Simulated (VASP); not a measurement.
CeGeHO, 8 atoms in the cell. It takes space group P4/nmm (No. 129, tetragonal). Conventional cell: a = 3.937 Å, b = 3.937 Å, c = 7.538 Å, α = 90.00°, β = 90.00°, γ = 90.00°. Within 3.2 Å of Ce (site symmetry 4mm) lie 4 H at 2.35 Å and 4 Ge at 3.05 Å and 4 O at 3.17 Å. Within 3.3 Å of H (site symmetry -4m2) lie 4 Ce at 2.35 Å and 4 H at 2.78 Å and 4 Ge at 3.21 Å. Ge (site symmetry 4mm) has 4 O at 2.33 Å and 4 Ce at 3.05 Å and 4 H at 3.21 Å within 3.3 Å. O (site symmetry -4m2) has 4 Ge at 2.33 Å and 4 O at 2.78 Å and 4 Ce at 3.17 Å within 3.2 Å. 

- Program: VASP 6.6.1
- Task: single point
- Functional: r2SCAN
- Potentials or basis: VASP PAW PBE potentials, release 64 (Ce, H, Ge_d, O)
- Cutoff: 520 eV
- k mesh: 6 × 6 × 3
- Occupations: fermi-dirac, width 0.1 eV
- Spin: no spin polarisation
- Dipole correction: no
- Further INCAR settings: ALGO = Normal; EDIFF = 1e-06; NBANDS = 43

Potentials or basis: VASP PAW PBE potentials, release 64 (Ce, H, Ge_d, O).

The run is started by

```bash
$ cat potpaw_PBE.64/Ce/POTCAR potpaw_PBE.64/H/POTCAR potpaw_PBE.64/Ge_d/POTCAR potpaw_PBE.64/O/POTCAR > POTCAR
$ cp INCAR.step1 INCAR
$ mpirun -np 1 vasp_std > vasp.out
$ cp INCAR.step2 INCAR
$ mpirun -np 1 vasp_std > vasp.out
```

Hardware: 1 thread of Intel(R) Xeon(R) Platinum 8259CL CPU @ 2.50GHz (Skylake/Cascade Lake), with other jobs on the host.

Task: Estimate the wall time of this run.

Result: It took 13 min on 1 thread of Intel(R) Xeon(R) Platinum 8259CL CPU @ 2.50GHz (Skylake/Cascade Lake), with other jobs on the host, peak memory 0.3 GiB. Counts: k points 20.
